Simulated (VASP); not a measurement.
# Sn3Bi (Fm-3m) in VASP: notebook, part 2 of 2

VASP 6.6.1.

### Step 3. Single point, LDA

The input, INCAR:

```
PREC     = Accurate       # precision mode
ENCUT    = 500            # plane-wave cutoff, eV
EDIFF    = 1E-6           # SCF threshold, eV
ISMEAR   = -1             # smearing method
SIGMA    = 0.1            # smearing width, eV
LREAL    = False          # projectors in reciprocal space
LASPH    = True           # aspherical terms in the spheres
NELM     = 120            # most SCF steps
ALGO     = Normal         # electronic algorithm
ISIF     = 2              # what is computed and relaxed
LWAVE    = False          # write WAVECAR
LCHARG   = False          # write CHGCAR
NBANDS   = 36             # bands
GGA_COMPAT= False
```

The input, KPOINTS:

```
Automatic mesh
0
Gamma
  3 3 3
```

The input, POSCAR:

```
Sn3Bi
1.0
    0.0000000000      3.8490170000      3.8490170000
    3.8490170000      0.0000000000      3.8490170000
    3.8490170000      3.8490170000      0.0000000000
Sn Bi
3 1
Direct
    0.0000000000      0.0000000000      0.0000000000
    0.2500000000      0.2500000000      0.2500000000
    0.7500000000      0.7500000000      0.7500000000
    0.5000000000      0.5000000000      0.5000000000
```

Potentials or basis: VASP PAW LDA potentials, release 64 (Sn_d, Bi_d).

The run is started by

```
> cat potpaw_LDA.64/Sn_d/POTCAR potpaw_LDA.64/Bi_d/POTCAR > POTCAR
> mpirun -np 1 vasp_std > vasp.out
```

OUTCAR:

```text
PREC = Accurate
   ENCUT = 500
   EDIFF = 1E-6
   ISMEAR = -1
   LREAL = False
   LASPH = True
   NELM = 120
   ISIF = 2

 ion  position               nearest neighbor table
   1  0.000  0.000  0.000-   3 3.33   3 3.33   3 3.33   2 3.33   3 3.33   2 3.33   2 3.33   2 3.33

   2  0.250  0.250  0.250-   1 3.33   1 3.33   1 3.33   1 3.33   4 3.33   4 3.33   4 3.33   4 3.33

   3  0.750  0.750  0.750-   4 3.33   4 3.33   4 3.33   1 3.33   4 3.33   1 3.33   1 3.33   1 3.33

   4  0.500  0.500  0.500-   2 3.33   2 3.33   2 3.33   2 3.33   3 3.33   3 3.33   3 3.33   3 3.33

  LATTYP: Found a face centered cubic cell.
 ALAT       =     7.6980340000

  Lattice vectors:

 A1 = (   0.0000000000,   3.8490170000,   3.8490170000)
 A2 = (   3.8490170000,   0.0000000000,   3.8490170000)
 A3 = (   3.8490170000,   3.8490170000,   0.0000000000)

Analysis of symmetry for initial positions (statically):
=====================================================================
 Subroutine PRICEL returns:
 Original cell was already a primitive cell.

 Routine SETGRP: Setting up the symmetry group for a
 face centered cubic supercell.

 Subroutine GETGRP returns: Found 48 space group operations
 (whereof 48 operations were pure point group operations)
 out of a pool of 48 trial point group operations.

The static configuration has the point symmetry O_h .

Analysis of symmetry for dynamics (positions and initial velocities):
=====================================================================
 Subroutine PRICEL returns:
 Original cell was already a primitive cell.

 Routine SETGRP: Setting up the symmetry group for a
 face centered cubic supercell.

 Subroutine GETGRP returns: Found 48 space group operations
 (whereof 48 operations were pure point group operations)
 out of a pool of 48 trial point group operations.

The dynamic configuration has the point symmetry O_h .

 Subroutine INISYM returns: Found 48 space group operations
 (whereof 48 operations are pure point group operations),
 and found     1 'primitive' translations

----------------------------------------------------------------------------------------

                                     Primitive cell

  volume of cell :     114.0458

  direct lattice vectors                    reciprocal lattice vectors
     0.000000000  3.849017000  3.849017000    -0.129903297  0.129903297  0.129903297
     3.849017000  0.000000000  3.849017000     0.129903297 -0.129903297  0.129903297
     3.849017000  3.849017000  0.000000000     0.129903297  0.129903297 -0.129903297

  length of vectors
     5.443332043  5.443332043  5.443332043     0.224999111  0.224999111  0.224999111

  position of ions in fractional coordinates (direct lattice)
     0.000000000  0.000000000  0.000000000
     0.250000000  0.250000000  0.250000000
     0.750000000  0.750000000  0.750000000
     0.500000000  0.500000000  0.500000000

  ion indices of the primitive-cell ions
   primitive index   ion index
                 1           1
                 2           2
                 3           3
                 4           4

----------------------------------------------------------------------------------------

 KPOINTS: Automatic mesh

Automatic generation of k-mesh.
 Grid dimensions read from file:
 generate k-points for:    3    3    3

 Generating k-lattice:

  Cartesian coordinates                     Fractional coordinates (reciprocal lattice)
    -0.043301099  0.043301099  0.043301099     0.333333333  0.000000000  0.000000000
     0.043301099 -0.043301099  0.043301099     0.000000000  0.333333333  0.000000000
     0.043301099  0.043301099 -0.043301099     0.000000000  0.000000000  0.333333333

  Length of vectors
     0.074999704  0.074999704  0.074999704

  Shift w.r.t. Gamma in fractional coordinates (k-lattice)
     0.000000000  0.000000000  0.000000000

 Subroutine IBZKPT returns following result:
 ===========================================

 Found      4 irreducible k-points:

 Following reciprocal coordinates:
            Coordinates               Weight
  0.000000  0.000000  0.000000      1.000000
  0.333333  0.000000  0.000000      8.000000
  0.333333  0.333333  0.000000      6.000000
 -0.333333  0.333333  0.000000     12.000000
   k-points           NKPTS =      4   k-points in BZ     NKDIM =      4   number of bands    NBANDS=     36
   number of dos      NEDOS =    301   number of ions     NIONS =      4
   total plane-waves  NPLWV =  64000
   dimension x,y,z NGX =    40 NGY =   40 NGZ =   40
   dimension x,y,z NGXF=    80 NGYF=   80 NGZF=   80
   ions per type =               3   1
   NGX,Y,Z   is equivalent  to a cutoff of  12.22, 12.22, 12.22 a.u.
   NGXF,Y,Z  is equivalent  to a cutoff of  24.43, 24.43, 24.43 a.u.
 SYSTEM =  unknown system
   PREC   = accura    normal or accurate (medium, high low for compatibility)
   ISTART =      0    job   : 0-new  1-cont  2-samecut
   ICHARG =      2    charge: 1-file 2-atom 10-const
   ISPIN  =      1    spin polarized calculation?
   LNONCOLLINEAR =      F non collinear calculations
   LSORBIT =      F    spin-orbit coupling
   LASPH  =      T    aspherical Exc in radial PAW
   ENCUT  =  500.0 eV  36.75 Ry    6.06 a.u.   9.92  9.92  9.92*2*pi/ulx,y,z
   NELM   =    120;   NELMIN=  2; NELMDL= -5     # of ELM steps
   EDIFF  = 0.1E-05   stopping-criterion for ELM
   LREAL  =      F    real-space projection
   EDIFFG = 0.1E-04   stopping-criterion for IOM
   NSW    =      0    number of steps for IOM
   IBRION =     -1    ionic relax: 0-MD 1-quasi-New 2-CG
   NFREE  =      0    steps in history (QN), initial steepest desc. (CG)
   ISIF   =      2    stress and relaxation
   ISYM   =      2    0-nonsym 1-usesym 2-fastsym
   POTIM  = 0.5000    time-step for ionic-motion
   TEBEG  =    0.0;   TEEND  =   0.0 temperature during run
   PSTRESS=    0.0 pullay stress
   NELECT =      57.0000    total number of electrons
   NUPDOWN=      -1.0000    fix difference up-down
   EMIN   =  10.00;   EMAX   =-10.00  energy-range for DOS
   EFERMI =   0.00;   METHOD = LEGACY
   ISMEAR =    -1;   SIGMA  =   0.10  broadening in eV -4-tet -1-fermi 0-gaus
   EFERMI_NEDOS =   21; number of points for ismear=-14 and -15
   IALGO  =     38    algorithm
   IMIX   =      4    mixing-type and parameters
     AMIX     =   0.40;   BMIX     =  1.00
     AMIX_MAG =   1.60;   BMIX_MAG =  1.00
  volume/ion in A,a.u.               =      28.51       192.40
  Fermi-wavevector in a.u.,A,eV,Ry     =   1.299192  2.455117 22.965266  1.687899
  Thomas-Fermi vector in A             =   2.430472
   LORBIT       =      0    0 simple, 1 ext, 2 COOP (PROOUT), +10 PAW based schemes
   GGA     = CA    functional components
   LHFCALC =     F    Hartree Fock is set to
   AEXX    =    0.0000 exact exchange contribution
   IVDW    =     0    specifies the selected vdW correction
   LEPSILON=     F    determine dielectric tensor
   LRPA    =     F    only Hartree local field effects (RPA)
 non-spin polarized calculation
  energy-cutoff  :      500.00
  volume of cell :      114.05
 maximum number of plane-waves:      2904
   NGX = 19   NGY = 19   NGZ = 19

 number of electron      56.9999977 magnetization

 Free energy of the ion-electron system (eV)
  ---------------------------------------------------
  ext. energy  EPLUGINS =         0.00000000
  ---------------------------------------------------
  free energy    TOTEN  =       -17.81650391 eV

  energy without entropy =      -17.71277851  energy(sigma->0) =      -17.76464121

 E-fermi :   7.9070     XC(G=0): -10.5190

 val. band max:        7.3910205864   @ k =   0.3333   0.3333   0.0000
 cond. band min:       7.9538542653   @ k =  -0.3333   0.3333   0.0000
 fundamental gap:      0.5628336789
 Fermi energy:         7.9070045111

 k-point     1 :       0.0000    0.0000    0.0000
  band No.  band energies     occupation
      1     -15.0635      2.00000
      2     -15.0635      2.00000
      3     -15.0635      2.00000
      4     -15.0477      2.00000
      5     -15.0477      2.00000
      6     -13.7704      2.00000
[... 28 lines left out ...]
     35      11.4982      0.00000
     36      14.6528      0.00000

 k-point     2 :       0.3333    0.0000    0.0000
  band No.  band energies     occupation
      1     -15.0640      2.00000
      2     -15.0640      2.00000
      3     -15.0629      2.00000
      4     -15.0460      2.00000
      5     -15.0460      2.00000
      6     -13.7866      2.00000
[... 28 lines left out ...]
     35      12.4883      0.00000
     36      12.4883      0.00000

 k-point     3 :       0.3333    0.3333    0.0000
  band No.  band energies     occupation
      1     -15.0642      2.00000
      2     -15.0642      2.00000
      3     -15.0628      2.00000
      4     -15.0464      2.00000
      5     -15.0454      2.00000
      6     -13.7913      2.00000
[... 28 lines left out ...]
     35      11.6583      0.00000
     36      11.6583      0.00000

 k-point     4 :      -0.3333    0.3333    0.0000
  band No.  band energies     occupation
      1     -15.0643      2.00000
      2     -15.0636      2.00000
      3     -15.0633      2.00000
      4     -15.0459      2.00000
      5     -15.0449      2.00000
      6     -13.7888      2.00000
[... 28 lines left out ...]
     35      12.5661      0.00000
     36      12.9639      0.00000

------------------------ aborting loop because EDIFF is reached ----------------------------------------

  FORCE on cell =-STRESS in cart. coord.  units (eV):
  Direction    XX          YY          ZZ          XY          YZ          ZX
  --------------------------------------------------------------------------------------
  -------------------------------------------------------------------------------------
  Total       -0.9825401     -0.9825401     -0.9825401      0.0000000      0.0000000      0.0000000
  in kB      -13.8032507    -13.8032507    -13.8032507      0.0000000      0.0000000      0.0000000
  external PRESSURE =     -13.8032507 kB  Pullay stress =       0.0000000 kB

 VOLUME and BASIS-vectors are now :
 -----------------------------------------------------------------------------
  energy-cutoff  :      500.00
  volume of cell :      114.05
      direct lattice vectors                 reciprocal lattice vectors
     0.000000000  3.849017000  3.849017000    -0.129903297  0.129903297  0.129903297
     3.849017000  0.000000000  3.849017000     0.129903297 -0.129903297  0.129903297
     3.849017000  3.849017000  0.000000000     0.129903297  0.129903297 -0.129903297

 POSITION                                       TOTAL-FORCE (eV/Angst)
 -----------------------------------------------------------------------------------
      0.00000      0.00000      0.00000        -0.000000      0.000000     -0.000000
      1.92451      1.92451      1.92451         0.000000     -0.000000     -0.000000
      5.77353      5.77353      5.77353         0.000000      0.000000      0.000000
      3.84902      3.84902      3.84902        -0.000000      0.000000     -0.000000
 -----------------------------------------------------------------------------------
    total drift:                               -0.000000      0.000000      0.000000

  FREE ENERGIE OF THE ION-ELECTRON SYSTEM (eV)
  ---------------------------------------------------
  free  energy   TOTEN  =       -17.8165039095 eV

  energy  without entropy=      -17.7127785097  energy(sigma->0) =      -17.76464121
```

Wall time 31 s (1 thread of Intel Xeon 8259CL, shared host); peak memory 0.19 GiB.

Results:

* Free energy: -17.8165 eV
* Pressure: -1.4 GPa

Caveat: the k points lie up to 0.47 Å⁻¹ apart; spin-orbit coupling is left out, which moves the levels of the heavy elements.

### Step 4. Single point, LDA

The input, INCAR:

```
ALGO = Normal
EDIFF = 1E-6
ENCUT = 500
GGA_COMPAT = False
ISIF = 2
ISMEAR = -1
LASPH = True
LCHARG = False
LREAL = False
LWAVE = False
NBANDS = 36
NELM = 120
PREC = Accurate
SIGMA = 0.1
```

The input, KPOINTS:

```
k-points
0
Gamma
  4 4 4
```

POSCAR is that of step 3.

The run is started by

```
> cat potpaw_LDA.64/Sn_d/POTCAR potpaw_LDA.64/Bi_d/POTCAR > POTCAR
> mpirun -np 1 vasp_std > vasp.out
```

It took 56 s on 1 thread of Intel Xeon 8259CL, shared host; peak memory 0.2 GiB.

The run converged. Its results:

```
Free energy : -17.5619 eV
Pressure    : -4.6 GPa
```

Levels at points of the mesh, in eV from the Fermi level:
| k point | band 26 | band 27 | band 28 | band 29 | band 30 | band 31 | band 32 | band 33 |
| --- | --- | --- | --- | --- | --- | --- | --- | --- |
| (0.00, 0.00, 0.00) | -2.12 | -2.12 | -1.53 | -1.53 | -1.53 | -0.85 | -0.85 | -0.85 |
| (0.50, 0.00, 0.00) | -2.89 | -2.33 | -2.33 | -0.02 | 0.08 | 2.51 | 2.51 | 2.93 |
| (0.50, 0.50, 0.00) | -4.67 | 0.94 | 1.10 | 1.57 | 1.57 | 2.12 | 2.12 | 2.72 |

Caveat: spin-orbit coupling is left out, which moves the levels of the heavy elements.

### Step 5. Overview

| k mesh | gap on the mesh (eV) | pressure (GPa) |
| --- | --- | --- |
| 2 × 2 × 2 | none | -6.1 |
| 3 × 3 × 3 | none | -1.4 |
| 4 × 4 × 4 | none | -4.6 |

Alike in all rows: task single point; level LDA; potentials or basis VASP PAW LDA potentials, release 64 (Sn_d, Bi_d); no spin polarisation; cell as given; cutoff (eV) 500; smearing fermi-dirac 0.1 eV.

Caveats: some runs use coarse meshes; spin-orbit coupling is left out, which moves the levels of the heavy elements.

Absolute energies hang on the potentials; compare differences alone.
